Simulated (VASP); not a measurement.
Crystal: Ir.

```
Ir
1.0
     2.71000    0.00000    0.00000
    -1.35500    2.34693    0.00000
     0.00000    0.00000    4.42543
Ir
2
Cartesian
  0.0000 1.5646 1.1064
  1.3550 0.7823 3.3191
```

- Program: VASP 6.6.1
- Task: relaxation of cell and atoms
- Functional: PBE
- Potentials or basis: VASP PAW PBE potentials, release 64 (Ir)
- Cutoff: 600 eV
- k mesh: 17 × 17 × 9
- Occupations: fermi-dirac, width 0.1 eV
- Spin: no spin polarisation

At the start: pressure 13.9 GPa; volume 14.07 Å³/atom.

Q: Where does the relaxation end?

A: Over 7 steps the energy falls by 22.7 meV/atom and the volume is 14.59 Å³/atom (+3.7 %); space group P6_3/mmc (No. 194, to 0.05 Å).

The path:
| step | energy change (eV) | largest force (eV/Å) | pressure (GPa) | volume (Å³) |
| --- | --- | --- | --- | --- |
| 1 | 0.0000 | 0.0000 | 13.90 | 28.15 |
| 2 | 0.4479 | 0.0000 | -32.50 | 33.42 |
| 3 | -0.0445 | 0.0000 | -0.88 | 29.28 |
| 4 | -0.0447 | 0.0000 | -0.13 | 29.21 |
| 5 | -0.0447 | 0.0000 | 0.11 | 29.19 |
| 6 | -0.0453 | 0.0000 | 0.26 | 29.18 |
| 7 | -0.0453 | 0.0000 | 0.23 | 29.18 |

Final structure:
```cif
data_structure
_symmetry_space_group_name_H-M 'P 1'
_symmetry_Int_Tables_number 1
_cell_length_a 2.7504
_cell_length_b 2.7504
_cell_length_c 4.4548
_cell_angle_alpha 90.000
_cell_angle_beta 90.000
_cell_angle_gamma 120.000
_cell_volume 29.18
loop_
_atom_site_label
_atom_site_type_symbol
_atom_site_fract_x
_atom_site_fract_y
_atom_site_fract_z
_atom_site_occupancy
Ir1 Ir 0.33333 0.66667 0.25000 1
Ir2 Ir 0.66667 0.33333 0.75000 1
```
